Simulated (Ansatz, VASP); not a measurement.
## Two plane-wave programs on CdO

```
Cd O
1.0
     0.00000    2.33534    2.33534
     2.33534    0.00000    2.33534
     2.33534    2.33534    0.00000
Cd O
1 1
Direct
  0.00000 0.00000 0.00000
  0.50000 0.50000 0.50000
```

Alike in both runs: task single point; functional PBE; k mesh 8 × 8 × 8; occupations fermi-dirac, width 0.02 eV; no spin polarisation.

|  | VASP | Ansatz |
| --- | --- | --- |
| version | VASP 6.6.1 | Ansatz 0.2.0 |
| potentials or method | VASP PAW PBE potentials, release 64 (Cd, O) | plane waves, PAW |
| plane-wave cutoff (eV) | 600 | 420 |
| valence electrons in the cell | 18 | 26 |

VASP gave:

```
pressure (GPa) : 10.4
```

**Question.** Which values does Ansatz return?

**Answer.** Pressure (GPa): 9.0.

VASP's potentials hold 18 valence electrons a cell and Ansatz's 26, so a difference there can come from the potentials and not from the codes.
